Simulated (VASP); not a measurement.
# Zn2CdSe3 (I4/mmm) in VASP: relaxation of cell and atoms with PBE

Aim: the relaxation of cell and atoms of Zn2CdSe3 with PBE.

Program: VASP 6.6.1. These are calculated values, not measurements. Logs are shortened: lines on timing, memory, paths and dates and some standing lists are left out, and cuts for length are marked.

### 1 The cell of the first run

It takes space group I4/mmm (No. 139, tetragonal). The conventional cell has a = 5.398 Å, b = 5.398 Å, c = 10.598 Å, α = 90.00°, β = 90.00°, γ = 90.00°. Within 3.9 Å of Zn (site symmetry mmm) lie 2 Cd at 2.70 Å and 10 Se at 2.70 to 3.85 Å and 4 Zn at 3.82 Å. Cd (site symmetry 4/mmm) has 2 Se at 2.56 Å and 4 Zn at 2.70 Å within 3.4 Å. Within 3.4 Å of Se (site symmetry 4mm) lie 1 Cd at 2.56 Å and 1 Se at 2.74 Å. Se (site symmetry 4/mmm) has 4 Zn at 2.70 Å and 2 Se at 2.74 Å within 3.6 Å.

The cell was generated, and may not be a known phase.

### 2 Relaxation of cell and atoms, PBE

Input file INCAR:

```
PREC = Accurate
ENCUT = 500
EDIFF = 1E-7
ISMEAR = 0
SIGMA = 0.1
LREAL = F
LASPH = T
NELM = 120
ALGO = Normal
ISIF = 3
LWAVE = F
LCHARG = F
GGA = PE
IBRION = 2
NSW = 100
EDIFFG = -0.01
GGA_COMPAT = F
NELMIN = 4
```

Input file KPOINTS:

```
regular mesh
0
Gamma
  10 10 10
```

Input file POSCAR:

```
Zn2CdSe3
1.0
   -2.6988831501      2.6988831501      5.2987607386
    2.6988831501     -2.6988831501      5.2987607386
    2.6988831501      2.6988831501     -5.2987607386
Zn Cd Se
2 1 3
Direct
    0.5000000000      0.0000000000      0.5000000000
    0.0000000000      0.5000000000      0.5000000000
    0.0000000000      0.0000000000      0.0000000000
    0.7585840455      0.7585840455      0.0000000000
    0.2414159545      0.2414159545      0.0000000000
    0.5000000000      0.5000000000      0.0000000000
```

Potentials or basis: VASP PAW PBE potentials, release 64 (Zn, Cd, Se).

Command:

```bash
> cat potpaw_PBE.64/Zn/POTCAR potpaw_PBE.64/Cd/POTCAR potpaw_PBE.64/Se/POTCAR > POTCAR
> mpirun -np 1 vasp_std > vasp.out
```

OUTCAR:

```text
PREC = Accurate
   ENCUT = 500
   EDIFF = 1E-7
   ISMEAR = 0
   LREAL = F
   LASPH = T
   NELM = 120
   ISIF = 3
   GGA = PE
   IBRION = 2
   NSW = 100
   EDIFFG = -0.01
   NELMIN = 4

 ion  position               nearest neighbor table
   1  0.500  0.000  0.500-   3 2.70   6 2.70   6 2.70   3 2.70
   2  0.000  0.500  0.500-   3 2.70   6 2.70   3 2.70   6 2.70
   3  0.000  0.000  0.000-   4 2.56   5 2.56   1 2.70   2 2.70   2 2.70   1 2.70
   4  0.759  0.759  0.000-   3 2.56   6 2.74
   5  0.241  0.241  0.000-   3 2.56   6 2.74
   6  0.500  0.500  0.000-   1 2.70   2 2.70   1 2.70   2 2.70   4 2.74   5 2.74

  LATTYP: Found a body centered tetragonal cell.
 ALAT       =     5.3977663002
 C/A-ratio  =     1.9633160993

  Lattice vectors:

 A1 = (  -2.6988831501,   2.6988831501,   5.2987607386)
 A2 = (   2.6988831501,  -2.6988831501,   5.2987607386)
 A3 = (   2.6988831501,   2.6988831501,  -5.2987607386)

Analysis of symmetry for initial positions (statically):
=====================================================================
 Subroutine PRICEL returns:
 Original cell was already a primitive cell.

 Routine SETGRP: Setting up the symmetry group for a
 body centered tetragonal supercell.

 Subroutine GETGRP returns: Found 16 space group operations
 (whereof 16 operations were pure point group operations)
 out of a pool of 16 trial point group operations.

The static configuration has the point symmetry D_4h.

Analysis of symmetry for dynamics (positions and initial velocities):
=====================================================================
 Subroutine PRICEL returns:
 Original cell was already a primitive cell.

 Routine SETGRP: Setting up the symmetry group for a
 body centered tetragonal supercell.

 Subroutine GETGRP returns: Found 16 space group operations
 (whereof 16 operations were pure point group operations)
 out of a pool of 16 trial point group operations.

The dynamic configuration has the point symmetry D_4h.

 Subroutine INISYM returns: Found 16 space group operations
 (whereof 16 operations are pure point group operations),
 and found     1 'primitive' translations

----------------------------------------------------------------------------------------

                                     Primitive cell

  volume of cell :     154.3841

  direct lattice vectors                    reciprocal lattice vectors
    -2.698883150  2.698883150  5.298760739     0.000000000  0.185261818  0.094361687
     2.698883150 -2.698883150  5.298760739     0.185261818  0.000000000  0.094361687
[... 103 lines left out ...]
   PSTRESS=    0.0 pullay stress
   NELECT =      54.0000    total number of electrons
   NUPDOWN=      -1.0000    fix difference up-down
   EMIN   =  10.00;   EMAX   =-10.00  energy-range for DOS
   EFERMI =   0.00;   METHOD = LEGACY
   ISMEAR =     0;   SIGMA  =   0.10  broadening in eV -4-tet -1-fermi 0-gaus
   EFERMI_NEDOS =   21; number of points for ismear=-14 and -15
   IALGO  =     38    algorithm
   IMIX   =      4    mixing-type and parameters
     AMIX     =   0.40;   BMIX     =  1.00
     AMIX_MAG =   1.60;   BMIX_MAG =  1.00
  volume/ion in A,a.u.               =      25.73       173.64
  Fermi-wavevector in a.u.,A,eV,Ry     =   1.153467  2.179737 18.102370  1.330487
  Thomas-Fermi vector in A             =   2.290111
   LORBIT       =      0    0 simple, 1 ext, 2 COOP (PROOUT), +10 PAW based schemes
   GGA     = PE    functional components
   LHFCALC =     F    Hartree Fock is set to
   AEXX    =    0.0000 exact exchange contribution
   IVDW    =     0    specifies the selected vdW correction
   LEPSILON=     F    determine dielectric tensor
   LRPA    =     F    only Hartree local field effects (RPA)
 conjugate gradient relaxation of ions
 non-spin polarized calculation
 Gauss-broadening in eV      SIGMA  =   0.10
  energy-cutoff  :      500.00
  volume of cell :      154.38
 maximum number of plane-waves:      3942
   NGX = 23   NGY = 23   NGZ = 23

--------------------------------------- Ionic step        1  -------------------------------------------

 number of electron      54.0000010 magnetization

 Free energy of the ion-electron system (eV)
  ---------------------------------------------------
  ext. energy  EPLUGINS =         0.00000000
  ---------------------------------------------------
  free energy    TOTEN  =       -11.76851563 eV

  energy without entropy =      -11.74585671  energy(sigma->0) =      -11.75718617

------------------------ aborting loop because EDIFF is reached ----------------------------------------

  FORCE on cell =-STRESS in cart. coord.  units (eV):
  Direction    XX          YY          ZZ          XY          YZ          ZX
  --------------------------------------------------------------------------------------
  -------------------------------------------------------------------------------------
  Total        0.4355117      0.4355117     -0.9117803      0.0000000     -0.0000000      0.0000000
  in kB        4.5196825      4.5196825     -9.4623347      0.0000000     -0.0000000      0.0000000
  external PRESSURE =      -0.1409899 kB  Pullay stress =       0.0000000 kB
[... 227 lines left out ...]
--------------------------------------- Ionic step        7  -------------------------------------------

 number of electron      53.9999989 magnetization

 Free energy of the ion-electron system (eV)
  ---------------------------------------------------
  ext. energy  EPLUGINS =         0.00000000
  ---------------------------------------------------
  free energy    TOTEN  =       -11.78276494 eV

  energy without entropy =      -11.75978552  energy(sigma->0) =      -11.77127523

 E-fermi :   1.4255     XC(G=0):  -9.1577

 val. band max:        1.4219133237   @ k =   0.4000   0.3000   0.1000
 cond. band min:       1.4281092569   @ k =   0.4000   0.4000   0.1000
 fundamental gap:      0.0061959332
 Fermi energy:         1.4254588126

 k-point     1 :       0.0000    0.0000    0.0000
  band No.  band energies     occupation
      1     -12.6303      2.00000
      2     -10.3945      2.00000
      3     -10.3797      2.00000
      4      -7.6334      2.00000
      5      -7.3102      2.00000
      6      -7.2815      2.00000
[... 829 lines left out ...]
     31       4.8917      0.00000
     32       5.6767      0.00000

 [... further k-points ...]

------------------------ aborting loop because EDIFF is reached ----------------------------------------

  FORCE on cell =-STRESS in cart. coord.  units (eV):
  Direction    XX          YY          ZZ          XY          YZ          ZX
  --------------------------------------------------------------------------------------
  -------------------------------------------------------------------------------------
  Total       -0.0495960     -0.0495960      0.0537233      0.0000000      0.0000000      0.0000000
  in kB       -0.5120291     -0.5120291      0.5546391      0.0000000      0.0000000      0.0000000
  external PRESSURE =      -0.1564730 kB  Pullay stress =       0.0000000 kB
[... 21 lines left out ...]
  FREE ENERGIE OF THE ION-ELECTRON SYSTEM (eV)
  ---------------------------------------------------
  free  energy   TOTEN  =       -11.7827649425 eV

  energy  without entropy=      -11.7597855213  energy(sigma->0) =      -11.77127523

 reached required accuracy - stopping structural energy minimisation
```

OSZICAR:

```text
N       E                     dE             d eps       ncg     rms          rms(c)
DAV:   1     0.398768101945E+03    0.39877E+03   -0.24725E+04  6528   0.172E+03
[... 70 lines left out ...]
DAV:   1    -0.117836409160E+02   -0.95630E-03   -0.32906E-02  6528   0.156E+00    0.232E-01
DAV:   2    -0.117828968554E+02    0.74406E-03   -0.47089E-03  8064   0.856E-01    0.800E-02
DAV:   3    -0.117827987902E+02    0.98065E-04   -0.33263E-04  7376   0.135E-01    0.458E-02
DAV:   4    -0.117827712252E+02    0.27565E-04   -0.45593E-05  7280   0.520E-02    0.252E-02
DAV:   5    -0.117827649481E+02    0.62772E-05   -0.12668E-05  7512   0.293E-02    0.462E-03
DAV:   6    -0.117827650084E+02   -0.60371E-07   -0.23477E-06  7296   0.123E-02    0.263E-03
DAV:   7    -0.117827649425E+02    0.65934E-07   -0.94133E-08  3880   0.350E-03
   7 F= -.11782765E+02 E0= -.11771275E+02  d E =-.116111E-02
```

Wall time 52 min (1 thread of Oxide Virtual Turin-like, shared host); peak memory 0.64 GiB.

Results:

| Quantity | Value |
| --- | --- |
| Free energy | -11.7828 eV |
| Relaxed volume | 25.86 Å³/atom |
| Relaxed cell | a = 6.487 Å, b = 6.487 Å, c = 6.487 Å, α = 130.27°, β = 130.27°, γ = 72.98° |
| Space group after relaxing (to 0.1 Å) | I4/mmm (No. 139) |
| Energy gained by relaxing | 2.4 meV/atom |
| Ionic steps | 7 |
| Pressure after relaxing | 0.0 GPa |
| Band gap on the k mesh | zero (bands 27 and 28 overlap by 1.87 eV) |

Stress tensor (GPa, compression positive):
```
-0.05  0.00  0.00
 0.00 -0.05  0.00
 0.00  0.00  0.06
```

Step by step:
```
step  energy change (eV)  largest force (eV/Å)  pressure (GPa)  volume (Å³)
   1              0.0000                0.0755           -0.01       154.38
   2             -0.0075                0.1256            0.12       154.33
   3             -0.0092                0.1611            0.23       154.28
   4             -0.0124                0.1022           -0.02       155.21
   5             -0.0131                0.0553           -0.21       155.96
   6             -0.0142                0.0167           -0.07       155.39
   7             -0.0142                0.0019           -0.02       155.19
```

Final structure:
```yaml
crystal:
  lattice:
    - [-2.72758, 2.72758, 5.21494]
    - [2.72758, -2.72758, 5.21494]
    - [2.72758, 2.72758, -5.21494]
  atoms:
    - { symbol: Zn, position: [0.50000, 0.00000, 0.50000] }
    - { symbol: Zn, position: [0.00000, 0.50000, 0.50000] }
    - { symbol: Cd, position: [0.00000, 0.00000, 0.00000] }
    - { symbol: Se, position: [0.75514, 0.75514, 0.00000] }
    - { symbol: Se, position: [0.24486, 0.24486, 0.00000] }
    - { symbol: Se, position: [0.50000, 0.50000, 0.00000] }
```

Levels at points of the mesh, in eV from the Fermi level:
```tsv
k point	band 23	band 24	band 25	band 26	band 27	band 28	band 29	band 30	band 31	band 32
(0.00, 0.00, 0.00)	-1.74	-1.74	-1.14	-0.58	-0.58	0.05	1.51	2.45	2.45	3.08
(0.50, 0.00, 0.00)	-2.02	-1.56	-1.21	-0.74	-0.57	-0.57	1.28	2.32	3.60	4.10
(0.50, 0.50, 0.00)	-2.47	-1.29	-0.38	0.23	1.30	1.32	1.37	2.01	2.96	3.89
(0.50, 0.50, 0.50)	-1.36	-1.21	-1.21	-0.14	-0.03	-0.03	0.58	2.00	2.00	3.37
```
